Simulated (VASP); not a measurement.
# LiCl (F-43m) in VASP: a series of runs

The runs below take LiCl through single point, relaxation of cell and atoms, with PBEsol, r2SCAN, PBE.

Everything below comes from runs of VASP 6.6.1. Logs are shortened: lines on timing, memory, paths and dates and some standing lists are left out, and cuts for length are marked.

### 1 The cell of the first run

It takes space group F-43m (No. 216, cubic). The conventional cell has a = 5.439 Å, b = 5.439 Å, c = 5.439 Å, α = 90.00°, β = 90.00°, γ = 90.00°. Within 3.1 Å of Li (site symmetry -43m) lie 4 Cl at 2.36 Å. Cl (site symmetry -43m) has 4 Li at 2.36 Å within 3.1 Å.

### 2 Single point, PBEsol

Input file INCAR:

```
SYSTEM = LiCl
ALGO = Normal
EDIFF = 1E-6
ENCUT = 520
GGA = PS
ISIF = 2
ISMEAR = -1
LASPH = .True.
LCHARG = .True.
LELF = .True.
LREAL = .False.
LVHAR = .True.
LWAVE = .False.
NBANDS = 12
NELM = 60
PREC = Accurate
SIGMA = 0.02
```

Input file KPOINTS:

```
k-points
0
Gamma
  8 8 8
  0 0 0
```

Input file POSCAR:

```
LiCl
1.0
    0.0000000000      2.7194540470      2.7194540470
    2.7194540470      0.0000000000      2.7194540470
    2.7194540470      2.7194540470      0.0000000000
Li Cl
1 1
Direct
    0.0000000000      0.0000000000      0.0000000000
    0.2500000000      0.2500000000      0.2500000000
```

Potentials or basis: VASP PAW PBE potentials, release 64 (Li_sv, Cl).

Command:

```sh
> cat potpaw_PBE.64/Li_sv/POTCAR potpaw_PBE.64/Cl/POTCAR > POTCAR
> mpirun -np 1 vasp_std > vasp.out
```

OUTCAR:

```text
SYSTEM = LiCl
   EDIFF = 1E-6
   ENCUT = 520
   GGA = PS
   ISIF = 2
   ISMEAR = -1
   LASPH = .True.
   LREAL = .False.
   NELM = 60
   PREC = Accurate

 ion  position               nearest neighbor table
   1  0.000  0.000  0.000-   2 2.36   2 2.36   2 2.36   2 2.36
   2  0.250  0.250  0.250-   1 2.36   1 2.36   1 2.36   1 2.36

  LATTYP: Found a face centered cubic cell.
 ALAT       =     5.4389080940

  Lattice vectors:

 A1 = (   0.0000000000,   2.7194540470,   2.7194540470)
 A2 = (   2.7194540470,   0.0000000000,   2.7194540470)
 A3 = (   2.7194540470,   2.7194540470,   0.0000000000)

Analysis of symmetry for initial positions (statically):
=====================================================================
 Subroutine PRICEL returns:
 Original cell was already a primitive cell.

 Routine SETGRP: Setting up the symmetry group for a
 face centered cubic supercell.

 Subroutine GETGRP returns: Found 24 space group operations
 (whereof 24 operations were pure point group operations)
 out of a pool of 48 trial point group operations.

The static configuration has the point symmetry T_d .

Analysis of symmetry for dynamics (positions and initial velocities):
=====================================================================
 Subroutine PRICEL returns:
 Original cell was already a primitive cell.

 Routine SETGRP: Setting up the symmetry group for a
 face centered cubic supercell.

 Subroutine GETGRP returns: Found 24 space group operations
 (whereof 24 operations were pure point group operations)
 out of a pool of 48 trial point group operations.

The dynamic configuration has the point symmetry T_d .

 Subroutine INISYM returns: Found 24 space group operations
 (whereof 24 operations are pure point group operations),
 and found     1 'primitive' translations

----------------------------------------------------------------------------------------

                                     Primitive cell

  volume of cell :      40.2231

  direct lattice vectors                    reciprocal lattice vectors
     0.000000000  2.719454047  2.719454047    -0.183860434  0.183860434  0.183860434
     2.719454047  0.000000000  2.719454047     0.183860434 -0.183860434  0.183860434
     2.719454047  2.719454047  0.000000000     0.183860434  0.183860434 -0.183860434

  length of vectors
     3.845888796  3.845888796  3.845888796     0.318455612  0.318455612  0.318455612

  position of ions in fractional coordinates (direct lattice)
     0.000000000  0.000000000  0.000000000
     0.250000000  0.250000000  0.250000000

  ion indices of the primitive-cell ions
   primitive index   ion index
                 1           1
                 2           2

----------------------------------------------------------------------------------------

 KPOINTS: k-points

Automatic generation of k-mesh.
 Grid dimensions read from file:
 generate k-points for:    8    8    8

 Generating k-lattice:

  Cartesian coordinates                     Fractional coordinates (reciprocal lattice)
    -0.022982554  0.022982554  0.022982554     0.125000000  0.000000000  0.000000000
     0.022982554 -0.022982554  0.022982554     0.000000000  0.125000000  0.000000000
     0.022982554  0.022982554 -0.022982554     0.000000000  0.000000000  0.125000000

  Length of vectors
     0.039806952  0.039806952  0.039806952

  Shift w.r.t. Gamma in fractional coordinates (k-lattice)
     0.000000000  0.000000000  0.000000000

 Subroutine IBZKPT returns following result:
 ===========================================

 Found     29 irreducible k-points:

 Following reciprocal coordinates:
            Coordinates               Weight
  0.000000  0.000000  0.000000      1.000000
  0.125000  0.000000  0.000000      8.000000
  0.250000  0.000000  0.000000      8.000000
  0.375000  0.000000  0.000000      8.000000
  0.500000  0.000000  0.000000      4.000000
  0.125000  0.125000  0.000000      6.000000
[... 16 lines left out ...]
  0.500000  0.250000  0.125000     48.000000
 -0.375000  0.250000  0.125000     24.000000
 [... further k-points ...]
   k-points           NKPTS =     29   k-points in BZ     NKDIM =     29   number of bands    NBANDS=     12
   number of dos      NEDOS =    301   number of ions     NIONS =      2
   total plane-waves  NPLWV =  27000
   dimension x,y,z NGX =    30 NGY =   30 NGZ =   30
   dimension x,y,z NGXF=    60 NGYF=   60 NGZF=   60
   ions per type =               1   1
   NGX,Y,Z   is equivalent  to a cutoff of  12.97, 12.97, 12.97 a.u.
   NGXF,Y,Z  is equivalent  to a cutoff of  25.94, 25.94, 25.94 a.u.
 SYSTEM =  LiCl
   PREC   = accura    normal or accurate (medium, high low for compatibility)
   ISTART =      0    job   : 0-new  1-cont  2-samecut
   ICHARG =      2    charge: 1-file 2-atom 10-const
   ISPIN  =      1    spin polarized calculation?
   LNONCOLLINEAR =      F non collinear calculations
   LSORBIT =      F    spin-orbit coupling
   LASPH  =      T    aspherical Exc in radial PAW
   ENCUT  =  520.0 eV  38.22 Ry    6.18 a.u.   7.15  7.15  7.15*2*pi/ulx,y,z
   NELM   =     60;   NELMIN=  2; NELMDL= -5     # of ELM steps
   EDIFF  = 0.1E-05   stopping-criterion for ELM
   LREAL  =      F    real-space projection
   EDIFFG = 0.1E-04   stopping-criterion for IOM
   NSW    =      0    number of steps for IOM
   IBRION =     -1    ionic relax: 0-MD 1-quasi-New 2-CG
   NFREE  =      0    steps in history (QN), initial steepest desc. (CG)
   ISIF   =      2    stress and relaxation
   ISYM   =      2    0-nonsym 1-usesym 2-fastsym
   POTIM  = 0.5000    time-step for ionic-motion
   TEBEG  =    0.0;   TEEND  =   0.0 temperature during run
   PSTRESS=    0.0 pullay stress
   NELECT =      10.0000    total number of electrons
   NUPDOWN=      -1.0000    fix difference up-down
   EMIN   =  10.00;   EMAX   =-10.00  energy-range for DOS
   EFERMI =   0.00;   METHOD = LEGACY
   ISMEAR =    -1;   SIGMA  =   0.02  broadening in eV -4-tet -1-fermi 0-gaus
   EFERMI_NEDOS =   21; number of points for ismear=-14 and -15
   IALGO  =     38    algorithm
   IMIX   =      4    mixing-type and parameters
     AMIX     =   0.40;   BMIX     =  1.00
     AMIX_MAG =   1.60;   BMIX_MAG =  1.00
  volume/ion in A,a.u.               =      20.11       135.72
  Fermi-wavevector in a.u.,A,eV,Ry     =   1.029397  1.945279 14.417539  1.059659
  Thomas-Fermi vector in A             =   2.163443
   LORBIT       =      0    0 simple, 1 ext, 2 COOP (PROOUT), +10 PAW based schemes
   GGA     = PS    functional components
   LHFCALC =     F    Hartree Fock is set to
   AEXX    =    0.0000 exact exchange contribution
   IVDW    =     0    specifies the selected vdW correction
   LEPSILON=     F    determine dielectric tensor
   LRPA    =     F    only Hartree local field effects (RPA)
 non-spin polarized calculation
  energy-cutoff  :      520.00
  volume of cell :       40.22
 maximum number of plane-waves:      1106
 NGX is ok and might be reduce to    30
   NGX = 15   NGY = 15   NGZ = 15

 number of electron      10.0000000 magnetization

 number of electron       9.9999998 magnetization

 Free energy of the ion-electron system (eV)
  ---------------------------------------------------
  ext. energy  EPLUGINS =         0.00000000
  ---------------------------------------------------
  free energy    TOTEN  =        -7.59767223 eV

  energy without entropy =       -7.59767223  energy(sigma->0) =       -7.59767223

 E-fermi :  -0.6807     XC(G=0):  -7.9727

 val. band max:       -1.0943055547   @ k =   0.0000   0.0000   0.0000
 cond. band min:       4.7962278608   @ k =   0.0000   0.0000   0.0000
 fundamental gap:      5.8905334156
 Fermi energy:        -0.6806951825

 k-point     1 :       0.0000    0.0000    0.0000
  band No.  band energies     occupation
      1     -43.2351      2.00000
      2     -13.8467      2.00000
      3      -1.0943      2.00000
      4      -1.0943      2.00000
      5      -1.0943      2.00000
      6       4.7962      0.00000
      7       9.0055      0.00000
      8       9.0055      0.00000
      9       9.0055      0.00000
     10      13.4377      0.00000
     11      13.4377      0.00000
     12      16.5182      0.00000

 k-point     2 :       0.1250    0.0000    0.0000
  band No.  band energies     occupation
      1     -43.2348      2.00000
      2     -13.8036      2.00000
      3      -1.4876      2.00000
      4      -1.1425      2.00000
      5      -1.1425      2.00000
      6       5.2157      0.00000
      7       9.1170      0.00000
      8       9.1823      0.00000
      9       9.1824      0.00000
     10      12.8980      0.00000
     11      12.8980      0.00000
     12      15.4687      0.00000

 k-point     3 :       0.2500    0.0000    0.0000
  band No.  band energies     occupation
      1     -43.2342      2.00000
      2     -13.6957      2.00000
      3      -2.2889      2.00000
      4      -1.2534      2.00000
      5      -1.2534      2.00000
      6       6.0954      0.00000
      7       9.3209      0.00000
      8       9.3957      0.00000
      9       9.3957      0.00000
     10      12.7087      0.00000
     11      12.7087      0.00000
     12      14.9328      0.00000
[... 286 lines left out ...]
 k-point    23 :       0.5000    0.2500    0.1250
  band No.  band energies     occupation
      1     -43.2332      2.00000
      2     -13.5223      2.00000
      3      -2.8037      2.00000
      4      -1.8962      2.00000
      5      -1.5474      2.00000
      6       7.1782      0.00000
      7       8.4056      0.00000
      8      10.0016      0.00000
      9      10.3961      0.00000
     10      12.3666      0.00000
     11      14.9992      0.00000
     12      15.8028      0.00000

 k-point    24 :      -0.3750    0.2500    0.1250
  band No.  band energies     occupation
      1     -43.2330      2.00000
      2     -13.4828      2.00000
      3      -2.9710      2.00000
      4      -1.9360      2.00000
      5      -1.6314      2.00000
      6       7.5796      0.00000
      7       8.0633      0.00000
      8      10.3069      0.00000
      9      10.5609      0.00000
     10      12.6630      0.00000
     11      14.7499      0.00000
     12      15.6629      0.00000

 [... further k-points ...]

------------------------ aborting loop because EDIFF is reached ----------------------------------------

  FORCE on cell =-STRESS in cart. coord.  units (eV):
  Direction    XX          YY          ZZ          XY          YZ          ZX
  --------------------------------------------------------------------------------------
  -------------------------------------------------------------------------------------
  Total        0.0001620      0.0001620      0.0001620     -0.0000000     -0.0000000      0.0000000
  in kB        0.0064547      0.0064547      0.0064547     -0.0000000     -0.0000000      0.0000000
  external PRESSURE =       0.0064547 kB  Pullay stress =       0.0000000 kB

 VOLUME and BASIS-vectors are now :
 -----------------------------------------------------------------------------
  energy-cutoff  :      520.00
  volume of cell :       40.22
      direct lattice vectors                 reciprocal lattice vectors
     0.000000000  2.719454047  2.719454047    -0.183860434  0.183860434  0.183860434
     2.719454047  0.000000000  2.719454047     0.183860434 -0.183860434  0.183860434
     2.719454047  2.719454047  0.000000000     0.183860434  0.183860434 -0.183860434

 POSITION                                       TOTAL-FORCE (eV/Angst)
 -----------------------------------------------------------------------------------
      0.00000      0.00000      0.00000        -0.000000     -0.000000      0.000000
      1.35973      1.35973      1.35973         0.000000      0.000000     -0.000000
 -----------------------------------------------------------------------------------
    total drift:                                0.000000      0.000000      0.000000

  FREE ENERGIE OF THE ION-ELECTRON SYSTEM (eV)
  ---------------------------------------------------
  free  energy   TOTEN  =        -7.5976722293 eV

  energy  without entropy=       -7.5976722293  energy(sigma->0) =       -7.59767223
```

Wall time 32 s (1 thread of Intel Xeon 8259CL, shared host); peak memory 0.16 GiB.

Results:

- Free energy: -7.5977 eV
- Band gap on the k mesh: 5.89 eV

Caveat: the cutoff is under 1.25 times the usual one of these potentials, so pressure, stress and relaxed cells hold a basis-set (Pulay) error; the PAW data sets were made with another functional, which shifts forces and pressure a little.

### 3 Single point, r2SCAN

This run uses another cell than the first one, of 20.41 Å³/atom.

Input file POSCAR:

```
LiCl
1.0
    0.0000000000      2.7330437090      2.7330437090
    2.7330437090      0.0000000000      2.7330437090
    2.7330437090      2.7330437090      0.0000000000
Li Cl
1 1
Direct
    0.0000000000      0.0000000000      0.0000000000
    0.2500000000      0.2500000000      0.2500000000
```

Input file INCAR.step1:

```
ALGO     = Normal         # electronic algorithm
EDIFF    = 1E-4           # SCF threshold, eV
ENCUT    = 520            # plane-wave cutoff, eV
GGA      = PE             # functional
ISMEAR   = -1             # smearing method
LASPH    = True           # aspherical terms in the spheres
LCHARG   = False          # write CHGCAR
LREAL    = False          # projectors in reciprocal space
LWAVE    = True           # write WAVECAR
NBANDS   = 12             # bands
NELM     = 100            # most SCF steps
PREC     = Accurate       # precision mode
SIGMA    = 0.02           # smearing width, eV
```

Input file INCAR.step2:

```
ALGO     = Normal         # electronic algorithm
EDIFF    = 1E-6           # SCF threshold, eV
ENCUT    = 520            # plane-wave cutoff, eV
ISIF     = 2              # what is computed and relaxed
ISMEAR   = -1             # smearing method
ISTART   = 1            
LASPH    = True           # aspherical terms in the spheres
LCHARG   = True           # write CHGCAR
LELF     = True           # ELF
LMIXTAU  = True         
LREAL    = False          # projectors in reciprocal space
LVHAR    = True         
LWAVE    = False          # write WAVECAR
METAGGA  = R2SCAN         # meta-GGA
NBANDS   = 12             # bands
NELM     = 100            # most SCF steps
PREC     = Accurate       # precision mode
SIGMA    = 0.02           # smearing width, eV
```

Input file KPOINTS:

```
k-points
0
Gamma
  8 8 8
```

Potentials or basis: VASP PAW PBE potentials, release 64 (Li_sv, Cl).

Command:

```sh
> cat potpaw_PBE.64/Li_sv/POTCAR potpaw_PBE.64/Cl/POTCAR > POTCAR
> cp INCAR.step1 INCAR
> mpirun -np 1 vasp_std > vasp.out
> cp INCAR.step2 INCAR
> mpirun -np 1 vasp_std > vasp.out
```

It took 1.9 min on 1 thread of Intel Xeon 8259CL, shared host; peak memory 0.17 GiB.

Results (log left out):

```
Free energy            : -12.5779 eV
Band gap on the k mesh : 6.77 eV
```

Levels at points of the mesh, in eV from the valence-band top:
```
           k point  band 3  band 4  band 5  band 6  band 7  band 8
(0.00, 0.00, 0.00)    0.00    0.00    0.00    6.77   11.05   11.05
(0.50, 0.00, 0.00)   -2.04   -0.29   -0.29    9.21   11.13   11.13
(0.50, 0.50, 0.00)   -1.65   -0.85   -0.85    7.18   10.44   14.68
```

Caveat: the cutoff is under 1.25 times the usual one of these potentials, so pressure, stress and relaxed cells hold a basis-set (Pulay) error; the PAW data sets were made with another functional, which shifts forces and pressure a little.

(Part 1 of 3 ends here.)
